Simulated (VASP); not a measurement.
Wanted: the native input for a VASP 6.6.1 run.

* Task: single point
* Functional: PBE
* Potentials or basis: VASP PAW PBE potentials, release 64 (O, Hf_pv)
* Cutoff: 520 eV
* k mesh: 7 × 7 × 5
* Occupations: fermi-dirac, width 0.1 eV
* Spin: no spin polarisation
* Dipole correction: no
* Further INCAR settings: ALGO = Normal; EDIFF = 1e-06; NBANDS = 31

The structure of HfO2 lies in POSCAR:

```
HfO2
1.0
    3.7540080000      0.0000000000      0.0000000000
    0.0000000000      3.7540080000      0.0000000000
    0.0000000000      0.0000000000      5.4169130000
O Hf
4 2
Direct
    0.0000000000      0.5000000000      0.2010000000
    0.0000000000      0.5000000000      0.7010000000
    0.5000000000      0.0000000000      0.2990000000
    0.5000000000      0.0000000000      0.7990000000
    0.0000000000      0.0000000000      0.0000000000
    0.5000000000      0.5000000000      0.5000000000
```

One way to write it, as run:

INCAR

```
SYSTEM = HfO2
ALGO = Normal ; EDIFF = 1E-6
ENCUT = 520 ; GGA = PE
ISIF = 2 ; ISMEAR = -1
LASPH = .TRUE. ; LCHARG = .TRUE.
LELF = .TRUE. ; LREAL = .FALSE.
LVHAR = .TRUE. ; LWAVE = .FALSE.
NBANDS = 31 ; NELM = 100
PREC = Accurate ; SIGMA = 0.1
```

KPOINTS

```
k-points
0
G
  7 7 5
  0 0 0
```

Potentials or basis: VASP PAW PBE potentials, release 64 (O, Hf_pv).

Run with:

```bash
$ cat potpaw_PBE.64/O/POTCAR potpaw_PBE.64/Hf_pv/POTCAR > POTCAR
$ mpirun -np 1 vasp_std > vasp.out
```

It gave:

```yaml
Pressure: -24.6 GPa
Largest_force: 0.633 eV/Å
Band_gap_on_the_k_mesh: 4.09 eV (least direct gap 4.15 eV)
```

Caveat: the cell stands under tension; spin-orbit coupling is left out, which moves the levels of the heavy elements; an odd mesh through Γ misses points on the zone boundary, where band edges can lie.

It took 100 s on 1 thread of Intel Xeon 8259CL (shared host), peak memory 0.21 GiB.
